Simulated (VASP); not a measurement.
A run of VASP 6.6.1 is set up as follows.

INCAR

```
SYSTEM = Nb
  PREC = Accurate
  ENCUT = 520
  EDIFF = 1E-7
  ISMEAR = -1
  SIGMA = 0.1
  LREAL = .FALSE.
  LASPH = .TRUE.
  NELM = 100
  ALGO = Normal
  ISIF = 2
  LWAVE = .FALSE.
  LCHARG = .FALSE.
  LDIPOL = .TRUE.
  IDIPOL = 3
  DIPOL = 0.5 0.5 0.500
  GGA = PS
  NBANDS = 40
```

Contents of KPOINTS:

```
regular mesh
0
G
  12 12 1
  0 0 0
```

The input POSCAR:

```
Nb
1.0
    2.8349627735      0.0000000000      0.0000000000
   -0.9449875912      2.6728285354      0.0000000000
    0.0000000000      0.0000000000     25.2589000000
Nb
5
Direct
    0.0000000000      0.0000000000      0.3202464692
    0.5000000000      0.5000000000      0.4082178150
    0.0000000000      0.0000000000      0.5000000007
    0.5000000000      0.5000000000      0.5917821840
    0.0000000000      0.0000000000      0.6797535311
```

Potentials or basis: VASP PAW PBE potentials, release 64 (Nb_sv).

The run is started by

```sh
$ cat potpaw_PBE.64/Nb_sv/POTCAR > POTCAR
$ mpirun -np 1 vasp_std > vasp.out
```

Estimate the band gap on the k mesh.

zero (an odd number of electrons rules out a gap without spin polarisation).

Predict the largest force.

0.010 eV/Å.

Forces in eV/Å, atoms in the order of the input:
```
Nb   0.000  0.000  0.010
Nb   0.000  0.000 -0.001
Nb   0.000  0.000  0.000
Nb   0.000  0.000  0.001
Nb   0.000  0.000 -0.010
```

Caveat: the PAW data sets were made with another functional, which shifts forces and pressure a little.
